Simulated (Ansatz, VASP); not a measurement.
**One calculation of LiF, two programs**

Contents of INCAR:

```
SYSTEM = LiF
PREC = Accurate ; ENCUT = 520
EDIFF = 1E-6 ; ISMEAR = 0
SIGMA = 0.05 ; LREAL = .False.
LASPH = .True. ; NELM = 80
ALGO = Normal ; ISIF = 2
LWAVE = .False. ; LCHARG = .False.
GGA = PE ; NBANDS = 12
```

The input KPOINTS:

```
regular mesh
0
Gamma
  10 10 10
  0 0 0
```

POSCAR

```
LiF
1.0
    2.5595330000      0.0000000000      0.0000000000
    0.0000000000      2.6363189900      0.0000000000
    0.0000000000      0.0000000000      2.5595330000
Li F
1 1
Direct
    0.0000000000      0.0000000000      0.0000000000
    0.5000000000      0.5000000000      0.5000000000
```

Input for Ansatz:

```yaml
crystal:
  lattice:
    - [2.559533, 0.0, 0.0]
    - [0.0, 2.63631899, 0.0]
    - [0.0, 0.0, 2.559533]
  atoms:
    - { symbol: Li, position: [0.0, 0.0, 0.0] }
    - { symbol: F, position: [0.5, 0.5, 0.5] }
basis:
  ecutwfc: 420
kpoints:
  mp_grid: { grid: [10, 10, 10] }
hamiltonian:
  xc: pbe
scf:
  occupations: { method: gaussian, width: 0.05 }
output:
  forces: true
  stress: true
  eigenvalues: true
```

Change from the starting cell: strain +0.0300 x Voigt [0, 1, 0, 0, 0, 0], atoms carried along.

Alike in both runs: task single point; functional PBE; k mesh 10 × 10 × 10; occupations gaussian, width 0.05 eV; no spin polarisation.

|  | VASP | Ansatz |
| --- | --- | --- |
| version | VASP 6.6.1 | Ansatz 0.2.0 |
| potentials or method | VASP PAW PBE potentials, release 64 (Li_sv, F), cutoff 520 eV | scalar-relativistic, plane waves, PAW |
| valence electrons in the cell | 10 | 10 |

Ansatz gave:

| Quantity | Value |
| --- | --- |
| gap on the k mesh at the Fermi level (eV) | 7.19 |
| least direct gap on the mesh (eV) | 7.79 |

Problem. What did VASP give for the same quantities?

Solution. gap on the k mesh at the Fermi level (eV): 7.20; least direct gap on the mesh (eV): 7.80.

With one functional, cell and mesh, what is left measures potentials, basis and numerics.

Noted on VASP's run: the cutoff is short for stress, so the pressure is rough.
